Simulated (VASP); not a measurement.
Wanted: the native input for a VASP 6.6.1 run.

* Task: single point
* Functional: LDA
* Potentials or basis: VASP PAW LDA potentials, release 64 (Ni)
* Cutoff: 520 eV
* k mesh: 22 × 22 × 22
* Occupations: fermi-dirac, width 0.1 eV
* Spin: collinear spin, ferromagnetic start
* Starting moments: [1.0] μB
* Dipole correction: no
* Further INCAR settings: ALGO = Normal; EDIFF = 1e-07; NBANDS = 15

The structure of Ni lies in POSCAR:

```
Ni
1.0
    0.0000000000      1.5117632088      1.5117632088
    1.5117632088      0.0000000000      1.5117632088
    1.5117632088      1.5117632088      0.0000000000
Ni
1
Direct
    0.0000000000      0.0000000000      0.0000000000
```

The input as run:

INCAR

```
PREC     = Accurate       # precision mode
ENCUT    = 520            # plane-wave cutoff, eV
EDIFF    = 1E-7           # SCF threshold, eV
ISMEAR   = -1             # smearing method
SIGMA    = 0.1            # smearing width, eV
LREAL    = F              # projectors in reciprocal space
LASPH    = T              # aspherical terms in the spheres
NELM     = 150            # most SCF steps
ALGO     = Normal         # electronic algorithm
ISIF     = 2              # what is computed and relaxed
LWAVE    = F              # write WAVECAR
LCHARG   = F              # write CHGCAR
ISPIN    = 2              # spin polarisation
MAGMOM   = 1              # initial moments
LORBIT   = 11             # projections on sites
LMAXMIX  = 4              # l up to which the mixer works
GGA      = CA             # functional
NBANDS   = 15             # bands
```

KPOINTS

```
Automatic mesh
0
Gamma
  22 22 22
```

Potentials or basis: VASP PAW LDA potentials, release 64 (Ni).

Run with:

```console
$ cat potpaw_LDA.64/Ni/POTCAR > POTCAR
$ mpirun -np 1 vasp_std > vasp.out
```

It gave:

```yaml
Pressure: 230.1 GPa
Net_moment: 0.28 μB per cell
Site_moments: Ni +0.27 μB
```

Wall time 28 s on 1 thread of Intel(R) Xeon(R) Platinum 8488C (Sapphire Rapids), with other jobs on the host, peak memory 0.16 GiB.
